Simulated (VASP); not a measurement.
# Ag (I4/mmm) in VASP: single point with r2SCAN

Aim: the single point of Ag with r2SCAN.

All numbers are computed with VASP 6.6.1; they aren't measurements. Logs are shortened: lines on timing, memory, paths and dates and some standing lists are left out, and cuts for length are marked.

## (1) The cell of the first run

The structure is tetragonal, space group I4/mmm (No. 139). Conventional cell: a = 2.586 Å, b = 2.586 Å, c = 5.170 Å, α = 90.00°, β = 90.00°, γ = 90.00°. Ag (site symmetry 4/mmm) has 12 Ag at 2.59 to 3.17 Å within 3.4 Å.

## (2) Single point, r2SCAN

Input file POSCAR:

```
Ag
1.0
    0.0000000000      1.8282852595      2.5851953570
    1.8282852595      0.0000000000      2.5851953570
    1.8282852595      1.8282852595      0.0000000000
Ag
1
Direct
    0.0000000000      0.0000000000      0.0000000000
```

Input file INCAR.step1:

```
SYSTEM = Ag
PREC = Accurate ; ENCUT = 520
ISMEAR = 0 ; SIGMA = 0.15
LREAL = .False. ; LASPH = .True.
NELM = 80 ; NBANDS = 12
GGA = PE ; ALGO = Normal
EDIFF = 1E-4 ; LWAVE = .True.
LCHARG = .False.
```

Input file INCAR.step2:

```
SYSTEM = Ag
PREC = Accurate ; ENCUT = 520
EDIFF = 1E-7 ; ISMEAR = 0
SIGMA = 0.15 ; LREAL = .False.
LASPH = .True. ; NELM = 80
ALGO = Normal ; ISIF = 2
LWAVE = .False. ; LCHARG = .True.
METAGGA = R2SCAN ; LMIXTAU = .True.
LELF = .True. ; LVHAR = .True.
NBANDS = 12 ; ISTART = 1
```

Input file KPOINTS:

```
Automatic mesh
0
Gamma
  28 28 28
  0 0 0
```

Potentials or basis: VASP PAW PBE potentials, release 64 (Ag).

On the command line:

```console
$ cat potpaw_PBE.64/Ag/POTCAR > POTCAR
$ cp INCAR.step1 INCAR
$ mpirun -np 1 vasp_std > vasp.out
$ cp INCAR.step2 INCAR
$ mpirun -np 1 vasp_std > vasp.out
```

OUTCAR:

```text
SYSTEM = Ag
   PREC = Accurate
   ENCUT = 520
   EDIFF = 1E-7
   ISMEAR = 0
   LREAL = .False.
   LASPH = .True.
   NELM = 80
   ISIF = 2
   METAGGA = R2SCAN
   ISTART = 1

 ion  position               nearest neighbor table
   1  0.000  0.000  0.000-

  LATTYP: Found a body centered tetragonal cell.
 ALAT       =     2.5855858099
 C/A-ratio  =     1.9996979772

  Lattice vectors:

 A1 = (  -1.8282852595,   0.0000000000,   2.5851953570)
 A2 = (   1.8282852595,   0.0000000000,   2.5851953570)
 A3 = (   0.0000000000,   1.8282852595,  -2.5851953570)

Analysis of symmetry for initial positions (statically):
=====================================================================
 Subroutine PRICEL returns:
 Original cell was already a primitive cell.

 Routine SETGRP: Setting up the symmetry group for a
 body centered tetragonal supercell.

 Subroutine GETGRP returns: Found 16 space group operations
 (whereof 16 operations were pure point group operations)
 out of a pool of 16 trial point group operations.

The static configuration has the point symmetry D_4h.

Analysis of symmetry for dynamics (positions and initial velocities):
=====================================================================
 Subroutine PRICEL returns:
 Original cell was already a primitive cell.

 Routine SETGRP: Setting up the symmetry group for a
 body centered tetragonal supercell.

 Subroutine GETGRP returns: Found 16 space group operations
 (whereof 16 operations were pure point group operations)
 out of a pool of 16 trial point group operations.

The dynamic configuration has the point symmetry D_4h.

 Subroutine INISYM returns: Found 16 space group operations
 (whereof 16 operations are pure point group operations),
 and found     1 'primitive' translations

----------------------------------------------------------------------------------------

                                     Primitive cell

  volume of cell :      17.2827

  direct lattice vectors                    reciprocal lattice vectors
     0.000000000  1.828285260  2.585195357    -0.273480299  0.273480299  0.193408981
     1.828285260  0.000000000  2.585195357     0.273480299 -0.273480299  0.193408981
     1.828285260  1.828285260  0.000000000     0.273480299  0.273480299 -0.193408981

  length of vectors
     3.166364165  3.166364165  2.585585810     0.432423383  0.432423383  0.432423383

  position of ions in fractional coordinates (direct lattice)
     0.000000000  0.000000000  0.000000000

  ion indices of the primitive-cell ions
   primitive index   ion index
                 1           1

----------------------------------------------------------------------------------------

 KPOINTS: Automatic mesh

Automatic generation of k-mesh.
 Grid dimensions read from file:
 generate k-points for:   28   28   28

 Generating k-lattice:

  Cartesian coordinates                     Fractional coordinates (reciprocal lattice)
    -0.009767154  0.009767154  0.006907464     0.035714286  0.000000000  0.000000000
     0.009767154 -0.009767154  0.006907464     0.000000000  0.035714286  0.000000000
     0.009767154  0.009767154 -0.006907464     0.000000000  0.000000000  0.035714286

  Length of vectors
     0.015443692  0.015443692  0.015443692

  Shift w.r.t. Gamma in fractional coordinates (k-lattice)
     0.000000000  0.000000000  0.000000000

 Subroutine IBZKPT returns following result:
 ===========================================

 Found   1639 irreducible k-points:

 Following reciprocal coordinates:
            Coordinates               Weight
  0.000000  0.000000  0.000000      1.000000
  0.035714  0.000000  0.000000      8.000000
  0.071429  0.000000  0.000000      8.000000
  0.107143 -0.000000  0.000000      8.000000
  0.142857  0.000000  0.000000      8.000000
  0.178571 -0.000000  0.000000      8.000000
[... 16 lines left out ...]
  0.285714  0.035714  0.000000      8.000000
  0.321429  0.035714  0.000000      8.000000
 [... further k-points ...]
   k-points           NKPTS =   1639   k-points in BZ     NKDIM =   1639   number of bands    NBANDS=     12
   number of dos      NEDOS =    301   number of ions     NIONS =      1
   total plane-waves  NPLWV =  11520
   dimension x,y,z NGX =    24 NGY =   24 NGZ =   20
   dimension x,y,z NGXF=    48 NGYF=   48 NGZF=   40
   ions per type =               1
   NGX,Y,Z   is equivalent  to a cutoff of  12.60, 12.60, 12.86 a.u.
   NGXF,Y,Z  is equivalent  to a cutoff of  25.20, 25.20, 25.72 a.u.
 SYSTEM =  Ag
   PREC   = accura    normal or accurate (medium, high low for compatibility)
   ISTART =      1    job   : 0-new  1-cont  2-samecut
   ICHARG =      0    charge: 1-file 2-atom 10-const
   ISPIN  =      1    spin polarized calculation?
   LNONCOLLINEAR =      F non collinear calculations
   LSORBIT =      F    spin-orbit coupling
   LASPH  =      T    aspherical Exc in radial PAW
   ENCUT  =  520.0 eV  38.22 Ry    6.18 a.u.   5.89  5.89  4.81*2*pi/ulx,y,z
   NELM   =     80;   NELMIN=  2; NELMDL=  0     # of ELM steps
   EDIFF  = 0.1E-06   stopping-criterion for ELM
   LREAL  =      F    real-space projection
   EDIFFG = 0.1E-05   stopping-criterion for IOM
   NSW    =      0    number of steps for IOM
   IBRION =     -1    ionic relax: 0-MD 1-quasi-New 2-CG
   NFREE  =      0    steps in history (QN), initial steepest desc. (CG)
   ISIF   =      2    stress and relaxation
   ISYM   =      2    0-nonsym 1-usesym 2-fastsym
   POTIM  = 0.5000    time-step for ionic-motion
   TEBEG  =    0.0;   TEEND  =   0.0 temperature during run
   PSTRESS=    0.0 pullay stress
   NELECT =      11.0000    total number of electrons
   NUPDOWN=      -1.0000    fix difference up-down
   EMIN   =  10.00;   EMAX   =-10.00  energy-range for DOS
   EFERMI =   0.00;   METHOD = LEGACY
   ISMEAR =     0;   SIGMA  =   0.15  broadening in eV -4-tet -1-fermi 0-gaus
   EFERMI_NEDOS =   21; number of points for ismear=-14 and -15
   IALGO  =     38    algorithm
   IMIX   =      4    mixing-type and parameters
     AMIX     =   0.40;   BMIX     =  1.00
     AMIX_MAG =   1.60;   BMIX_MAG =  1.00
  volume/ion in A,a.u.               =      17.28       116.63
  Fermi-wavevector in a.u.,A,eV,Ry     =   1.408214  2.661138 26.981257  1.983066
  Thomas-Fermi vector in A             =   2.530394
   LORBIT       =      0    0 simple, 1 ext, 2 COOP (PROOUT), +10 PAW based schemes
   METAGGA = R2SCAN    functional components
   LHFCALC =     F    Hartree Fock is set to
   AEXX    =    0.0000 exact exchange contribution
   IVDW    =     0    specifies the selected vdW correction
   LEPSILON=     F    determine dielectric tensor
   LRPA    =     F    only Hartree local field effects (RPA)
 non-spin polarized calculation
 Gauss-broadening in eV      SIGMA  =   0.15
  energy-cutoff  :      520.00
  volume of cell :       17.28
 maximum number of plane-waves:       482
   NGX = 11   NGY = 11   NGZ =  9

 number of electron      11.0000003 magnetization

 Free energy of the ion-electron system (eV)
  ---------------------------------------------------
  ext. energy  EPLUGINS =         0.00000000
  ---------------------------------------------------
  free energy    TOTEN  =       -21.07437244 eV

  energy without entropy =      -21.07131819  energy(sigma->0) =      -21.07284532

 E-fermi :   8.2970     XC(G=0): -12.8241

 val. band max:        8.2968792593   @ k =  -0.4286   0.3929   0.1071
 cond. band min:       8.2977154929   @ k =   0.5000  -0.0000   0.0000
 fundamental gap:      0.0008362337
 Fermi energy:         8.2970470136

 k-point     1 :       0.0000    0.0000    0.0000
  band No.  band energies     occupation
      1       0.4117      2.00000
      2       1.5498      2.00000
      3       2.7131      2.00000
      4       4.1508      2.00000
      5       4.1508      2.00000
      6       5.1724      2.00000
      7      23.4732      0.00000
      8      26.6045      0.00000
      9      30.1799      0.00000
     10      30.1799      0.00000
     11      30.2393      0.00000
     12      31.3291      0.00000

 k-point     2 :       0.0357    0.0000    0.0000
  band No.  band energies     occupation
      1       0.4554      2.00000
      2       1.5689      2.00000
      3       2.7240      2.00000
      4       4.1281      2.00000
      5       4.1581      2.00000
      6       5.1554      2.00000
      7      23.4693      0.00000
      8      26.5748      0.00000
      9      29.5151      0.00000
     10      30.2106      0.00000
     11      30.4289      0.00000
     12      31.2413      0.00000

 k-point     3 :       0.0714    0.0000    0.0000
  band No.  band energies     occupation
      1       0.5830      2.00000
      2       1.6273      2.00000
      3       2.7563      2.00000
      4       4.0639      2.00000
      5       4.1796      2.00000
      6       5.1057      2.00000
      7      23.4490      0.00000
      8      26.4183      0.00000
      9      28.6519      0.00000
     10      29.7902      0.00000
     11      30.2986      0.00000
     12      31.6633      0.00000
[... 286 lines left out ...]
 k-point    23 :       0.2857    0.0357    0.0000
  band No.  band energies     occupation
      1       1.5676      2.00000
      2       2.4997      2.00000
      3       3.4273      2.00000
      4       4.2324      2.00000
      5       4.3617      2.00000
      6       4.6755      2.00000
      7      19.8600      0.00000
      8      21.1644      0.00000
      9      27.2436      0.00000
     10      29.6606      0.00000
     11      30.3499      0.00000
     12      34.2183      0.00000

 k-point    24 :       0.3214    0.0357    0.0000
  band No.  band energies     occupation
      1       1.6298      2.00000
      2       2.4148      2.00000
      3       3.9548      2.00000
      4       4.2830      2.00000
      5       4.5674      2.00000
      6       4.6860      2.00000
      7      18.4143      0.00000
      8      20.7461      0.00000
      9      27.1108      0.00000
     10      29.7577      0.00000
     11      30.5303      0.00000
     12      34.2054      0.00000

 [... further k-points ...]

------------------------ aborting loop because EDIFF is reached ----------------------------------------

  FORCE on cell =-STRESS in cart. coord.  units (eV):
  Direction    XX          YY          ZZ          XY          YZ          ZX
  --------------------------------------------------------------------------------------
  -------------------------------------------------------------------------------------
  Total        2.0723303      2.0723303     -1.0853450      0.0000000      0.0000000      0.0000000
  in kB      192.1136725    192.1136725   -100.6160136      0.0000000      0.0000000      0.0000000
  external PRESSURE =      94.5371105 kB  Pullay stress =       0.0000000 kB

 VOLUME and BASIS-vectors are now :
 -----------------------------------------------------------------------------
  energy-cutoff  :      520.00
  volume of cell :       17.28
      direct lattice vectors                 reciprocal lattice vectors
     0.000000000  1.828285260  2.585195357    -0.273480299  0.273480299  0.193408981
     1.828285260  0.000000000  2.585195357     0.273480299 -0.273480299  0.193408981
     1.828285260  1.828285260  0.000000000     0.273480299  0.273480299 -0.193408981

 POSITION                                       TOTAL-FORCE (eV/Angst)
 -----------------------------------------------------------------------------------
      0.00000      0.00000      0.00000         0.000000     -0.000000      0.000000
 -----------------------------------------------------------------------------------
    total drift:                               -0.000000     -0.000000      0.000000

  FREE ENERGIE OF THE ION-ELECTRON SYSTEM (eV)
  ---------------------------------------------------
  free  energy   TOTEN  =       -21.0743724434 eV

  energy  without entropy=      -21.0713181868  energy(sigma->0) =      -21.07284532
```

It took 31 min on 1 thread of Oxide Virtual Turin-like, shared host; peak memory 0.39 GiB.

Results:

- Free energy: -21.0744 eV
- Pressure: 9.5 GPa

Caveat: the PAW data sets were made with another functional, which shifts forces and pressure a little.
